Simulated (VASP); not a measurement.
# KCl (Cmmm) in VASP: single point with r2SCAN

Aim: the single point of KCl with r2SCAN.

Everything below comes from runs of VASP 6.6.1. Logs are shortened: lines on timing, memory, paths and dates and some standing lists are left out, and cuts for length are marked.

## 1. The cell of the first run

It takes space group Cmmm (No. 65, orthorhombic). Conventional cell: a = 5.294 Å, b = 5.373 Å, c = 3.771 Å, α = 90.00°, β = 90.00°, γ = 90.00°. K (site symmetry mmm) has 8 Cl at 3.25 to 3.28 Å and 6 K at 3.77 Å within 4.3 Å. Cl (site symmetry mmm) has 8 K at 3.25 to 3.28 Å and 6 Cl at 3.77 Å within 4.3 Å.

## 2. Single point, r2SCAN (shear xy strain +1.5%)

File POSCAR:

```
KCl
1.0
    3.7711682906      0.0279066454      0.0000000000
    0.0279066454      3.7711682906      0.0000000000
    0.0000000000      0.0000000000      3.7711682906
K Cl
1 1
Direct
    0.0000000000      0.0000000000      0.0000000000
    0.5000000000      0.5000000000      0.5000000000
```

File INCAR.step1:

```
SYSTEM = KCl
ALGO = Normal
EDIFF = 1E-4
ENCUT = 520
GGA = PE
ISMEAR = 0
LASPH = .True.
LCHARG = .False.
LREAL = .False.
LWAVE = .True.
NBANDS = 15
NELM = 100
PREC = Accurate
SIGMA = 0.01
```

File INCAR.step2:

```
SYSTEM = KCl
ALGO = Normal
EDIFF = 1E-7
ENCUT = 520
ISIF = 2
ISMEAR = 0
ISTART = 1
LASPH = .True.
LCHARG = .False.
LMIXTAU = .True.
LREAL = .False.
LWAVE = .False.
METAGGA = R2SCAN
NBANDS = 15
NELM = 100
PREC = Accurate
SIGMA = 0.01
```

File KPOINTS:

```
k-points
0
Gamma
  8 8 8
  0 0 0
```

Potentials or basis: VASP PAW PBE potentials, release 64 (K_sv, Cl).

Started as:

```sh
$ cat potpaw_PBE.64/K_sv/POTCAR potpaw_PBE.64/Cl/POTCAR > POTCAR
$ cp INCAR.step1 INCAR
$ mpirun -np 1 vasp_std > vasp.out
$ cp INCAR.step2 INCAR
$ mpirun -np 1 vasp_std > vasp.out
```

OUTCAR:

```text
SYSTEM = KCl
   EDIFF = 1E-7
   ENCUT = 520
   ISIF = 2
   ISMEAR = 0
   ISTART = 1
   LASPH = .True.
   LREAL = .False.
   METAGGA = R2SCAN
   NELM = 100
   PREC = Accurate

 ion  position               nearest neighbor table
   1  0.000  0.000  0.000-
   2  0.500  0.500  0.500-

  LATTYP: Found a base centered orthorhombic cell.
 ALAT       =     5.2937713862
 B/A-ratio  =     1.0149103365
 C/A-ratio  =     0.7123783812

  Lattice vectors:

 A1 = (  -0.0279066454,  -3.7711682906,   0.0000000000)
 A2 = (   3.7711682906,   0.0279066454,   0.0000000000)
 A3 = (   0.0000000000,   0.0000000000,   3.7711682906)

Analysis of symmetry for initial positions (statically):
=====================================================================
 Subroutine PRICEL returns:
 Original cell was already a primitive cell.

 Routine SETGRP: Setting up the symmetry group for a
 base centered orthorhombic supercell.

 Subroutine GETGRP returns: Found  8 space group operations
 (whereof  8 operations were pure point group operations)
 out of a pool of  8 trial point group operations.

The static configuration has the point symmetry D_2h.

Analysis of symmetry for dynamics (positions and initial velocities):
=====================================================================
 Subroutine PRICEL returns:
 Original cell was already a primitive cell.

 Routine SETGRP: Setting up the symmetry group for a
 base centered orthorhombic supercell.

 Subroutine GETGRP returns: Found  8 space group operations
 (whereof  8 operations were pure point group operations)
 out of a pool of  8 trial point group operations.

The dynamic configuration has the point symmetry D_2h.

 Subroutine INISYM returns: Found  8 space group operations
 (whereof  8 operations are pure point group operations),
 and found     1 'primitive' translations

----------------------------------------------------------------------------------------

                                     Primitive cell

  volume of cell :      53.6295

  direct lattice vectors                    reciprocal lattice vectors
     3.771168291  0.027906645  0.000000000     0.265184337 -0.001962364  0.000000000
     0.027906645  3.771168291  0.000000000    -0.001962364  0.265184337  0.000000000
     0.000000000  0.000000000  3.771168291     0.000000000  0.000000000  0.265169816

  length of vectors
     3.771271544  3.771271544  3.771168291     0.265191598  0.265191598  0.265169816

  position of ions in fractional coordinates (direct lattice)
     0.000000000  0.000000000  0.000000000
     0.500000000  0.500000000  0.500000000

  ion indices of the primitive-cell ions
   primitive index   ion index
                 1           1
                 2           2

----------------------------------------------------------------------------------------

 KPOINTS: k-points

Automatic generation of k-mesh.
 Grid dimensions read from file:
 generate k-points for:    8    8    8

 Generating k-lattice:

  Cartesian coordinates                     Fractional coordinates (reciprocal lattice)
     0.033148042 -0.000245296  0.000000000     0.125000000 -0.000000000  0.000000000
    -0.000245296  0.033148042  0.000000000    -0.000000000  0.125000000  0.000000000
     0.000000000  0.000000000  0.033146227     0.000000000  0.000000000  0.125000000

  Length of vectors
     0.033148950  0.033148950  0.033146227

  Shift w.r.t. Gamma in fractional coordinates (k-lattice)
     0.000000000  0.000000000  0.000000000

 Subroutine IBZKPT returns following result:
 ===========================================

 Found    105 irreducible k-points:

 Following reciprocal coordinates:
            Coordinates               Weight
  0.000000  0.000000  0.000000      1.000000
  0.125000  0.000000  0.000000      4.000000
  0.250000  0.000000  0.000000      4.000000
  0.375000  0.000000  0.000000      4.000000
  0.500000  0.000000  0.000000      2.000000
  0.125000  0.125000  0.000000      2.000000
[... 16 lines left out ...]
  0.125000  0.000000  0.125000      8.000000
  0.250000  0.000000  0.125000      8.000000
 [... further k-points ...]
   k-points           NKPTS =    105   k-points in BZ     NKDIM =    105   number of bands    NBANDS=     15
   number of dos      NEDOS =    301   number of ions     NIONS =      2
   total plane-waves  NPLWV =  21952
   dimension x,y,z NGX =    28 NGY =   28 NGZ =   28
   dimension x,y,z NGXF=    56 NGYF=   56 NGZF=   56
   ions per type =               1   1
   NGX,Y,Z   is equivalent  to a cutoff of  12.34, 12.34, 12.34 a.u.
   NGXF,Y,Z  is equivalent  to a cutoff of  24.69, 24.69, 24.69 a.u.
 SYSTEM =  KCl
   PREC   = accura    normal or accurate (medium, high low for compatibility)
   ISTART =      1    job   : 0-new  1-cont  2-samecut
   ICHARG =      0    charge: 1-file 2-atom 10-const
   ISPIN  =      1    spin polarized calculation?
   LNONCOLLINEAR =      F non collinear calculations
   LSORBIT =      F    spin-orbit coupling
   LASPH  =      T    aspherical Exc in radial PAW
   ENCUT  =  520.0 eV  38.22 Ry    6.18 a.u.   7.01  7.01  7.01*2*pi/ulx,y,z
   NELM   =    100;   NELMIN=  2; NELMDL=  0     # of ELM steps
   EDIFF  = 0.1E-06   stopping-criterion for ELM
   LREAL  =      F    real-space projection
   EDIFFG = 0.1E-05   stopping-criterion for IOM
   NSW    =      0    number of steps for IOM
   IBRION =     -1    ionic relax: 0-MD 1-quasi-New 2-CG
   NFREE  =      0    steps in history (QN), initial steepest desc. (CG)
   ISIF   =      2    stress and relaxation
   ISYM   =      2    0-nonsym 1-usesym 2-fastsym
   POTIM  = 0.5000    time-step for ionic-motion
   TEBEG  =    0.0;   TEEND  =   0.0 temperature during run
   PSTRESS=    0.0 pullay stress
   NELECT =      16.0000    total number of electrons
   NUPDOWN=      -1.0000    fix difference up-down
   EMIN   =  10.00;   EMAX   =-10.00  energy-range for DOS
   EFERMI =   0.00;   METHOD = LEGACY
   ISMEAR =     0;   SIGMA  =   0.01  broadening in eV -4-tet -1-fermi 0-gaus
   EFERMI_NEDOS =   21; number of points for ismear=-14 and -15
   IALGO  =     38    algorithm
   IMIX   =      4    mixing-type and parameters
     AMIX     =   0.40;   BMIX     =  1.00
     AMIX_MAG =   1.60;   BMIX_MAG =  1.00
  volume/ion in A,a.u.               =      26.81       180.95
  Fermi-wavevector in a.u.,A,eV,Ry     =   1.093906  2.067183 16.281157  1.196631
  Thomas-Fermi vector in A             =   2.230201
   LORBIT       =      0    0 simple, 1 ext, 2 COOP (PROOUT), +10 PAW based schemes
   METAGGA = R2SCAN    functional components
   LHFCALC =     F    Hartree Fock is set to
   AEXX    =    0.0000 exact exchange contribution
   IVDW    =     0    specifies the selected vdW correction
   LEPSILON=     F    determine dielectric tensor
   LRPA    =     F    only Hartree local field effects (RPA)
 non-spin polarized calculation
 Gauss-broadening in eV      SIGMA  =   0.01
  energy-cutoff  :      520.00
  volume of cell :       53.63
 maximum number of plane-waves:      1468
   NGX = 15   NGY = 15   NGZ = 15

 number of electron      16.0000004 magnetization

 Free energy of the ion-electron system (eV)
  ---------------------------------------------------
  ext. energy  EPLUGINS =         0.00000000
  ---------------------------------------------------
  free energy    TOTEN  =       -16.40735128 eV

  energy without entropy =      -16.40735128  energy(sigma->0) =      -16.40735128

 E-fermi :  -0.7818     XC(G=0):  -8.7339

 val. band max:       -0.9593465289   @ k =   0.5000   0.5000   0.0000
 cond. band min:       4.8482950779   @ k =   0.0000   0.0000   0.0000
 fundamental gap:      5.8076416068
 Fermi energy:        -0.7818084241

 k-point     1 :       0.0000    0.0000    0.0000
  band No.  band energies     occupation
      1     -30.0446      2.00000
      2     -14.1934      2.00000
      3     -12.6534      2.00000
      4     -12.6534      2.00000
      5     -12.6533      2.00000
      6      -1.1826      2.00000
      7      -1.1753      2.00000
      8      -1.1676      2.00000
      9       4.8483      0.00000
     10       6.1330      0.00000
     11       6.1346      0.00000
     12      10.6005      0.00000
     13      10.6399      0.00000
     14      10.6873      0.00000
     15      13.6588      0.00000

 k-point     2 :       0.1250    0.0000    0.0000
  band No.  band energies     occupation
      1     -30.0411      2.00000
      2     -14.2146      2.00000
      3     -12.6484      2.00000
      4     -12.6480      2.00000
      5     -12.6368      2.00000
      6      -1.4843      2.00000
      7      -1.1775      2.00000
      8      -1.1772      2.00000
      9       5.2251      0.00000
     10       6.2702      0.00000
     11       6.4910      0.00000
     12      10.5745      0.00000
     13      10.5789      0.00000
     14      10.7344      0.00000
     15      13.0250      0.00000

 k-point     3 :       0.2500    0.0000    0.0000
  band No.  band energies     occupation
      1     -30.0329      2.00000
      2     -14.2681      2.00000
      3     -12.6362      2.00000
      4     -12.6351      2.00000
      5     -12.5915      2.00000
      6      -2.1199      2.00000
      7      -1.1833      2.00000
      8      -1.1832      2.00000
      9       6.1046      0.00000
     10       6.6645      0.00000
     11       7.3703      0.00000
     12      10.4885      0.00000
     13      10.4915      0.00000
     14      10.9463      0.00000
     15      11.7346      0.00000
[... 343 lines left out ...]
 k-point    23 :       0.1250    0.0000    0.1250
  band No.  band energies     occupation
      1     -30.0378      2.00000
      2     -14.2229      2.00000
      3     -12.6914      2.00000
      4     -12.6430      2.00000
      5     -12.5897      2.00000
      6      -1.5510      2.00000
      7      -1.3811      2.00000
      8      -1.1742      2.00000
      9       5.5578      0.00000
     10       6.4973      0.00000
     11       6.7251      0.00000
     12      10.2899      0.00000
     13      10.4590      0.00000
     14      10.9861      0.00000
     15      13.0617      0.00000

 k-point    24 :       0.2500    0.0000    0.1250
  band No.  band energies     occupation
      1     -30.0296      2.00000
      2     -14.2481      2.00000
      3     -12.7072      2.00000
      4     -12.6309      2.00000
      5     -12.5562      2.00000
      6      -2.0860      2.00000
      7      -1.4072      2.00000
      8      -1.1681      2.00000
      9       6.3260      0.00000
     10       6.8603      0.00000
     11       7.5319      0.00000
     12      10.0536      0.00000
     13      10.2373      0.00000
     14      11.1028      0.00000
     15      12.2074      0.00000

 [... further k-points ...]

------------------------ aborting loop because EDIFF is reached ----------------------------------------

  FORCE on cell =-STRESS in cart. coord.  units (eV):
  Direction    XX          YY          ZZ          XY          YZ          ZX
  --------------------------------------------------------------------------------------
  -------------------------------------------------------------------------------------
  Total       -0.0134224     -0.0134224     -0.0129694     -0.0406203      0.0000000      0.0000000
  in kB       -0.4009940     -0.4009940     -0.3874609     -1.2135285      0.0000000      0.0000000
  external PRESSURE =      -0.3964830 kB  Pullay stress =       0.0000000 kB

 VOLUME and BASIS-vectors are now :
 -----------------------------------------------------------------------------
  energy-cutoff  :      520.00
  volume of cell :       53.63
      direct lattice vectors                 reciprocal lattice vectors
     3.771168291  0.027906645  0.000000000     0.265184337 -0.001962364  0.000000000
     0.027906645  3.771168291  0.000000000    -0.001962364  0.265184337  0.000000000
     0.000000000  0.000000000  3.771168291     0.000000000  0.000000000  0.265169816

 POSITION                                       TOTAL-FORCE (eV/Angst)
 -----------------------------------------------------------------------------------
      0.00000      0.00000      0.00000        -0.000000     -0.000000      0.000000
      1.89954      1.89954      1.88558         0.000000      0.000000      0.000000
 -----------------------------------------------------------------------------------
    total drift:                               -0.000000      0.000000      0.000000

  FREE ENERGIE OF THE ION-ELECTRON SYSTEM (eV)
  ---------------------------------------------------
  free  energy   TOTEN  =       -16.4073512835 eV

  energy  without entropy=      -16.4073512835  energy(sigma->0) =      -16.40735128
```

It took 3.7 min on 1 thread of AMD EPYC 7R13 (Zen 3), shared host; peak memory 0.19 GiB.

What came out:

* Free energy: -16.4074 eV
* Pressure: 0.0 GPa
* Band gap on the k mesh: 5.81 eV (least direct gap 6.02 eV)

Caveat: the cell differs from its parent crystal (shear xy strain +1.5%); the PAW data sets were made with another functional, which shifts forces and pressure a little. A k mesh can miss the band edges.
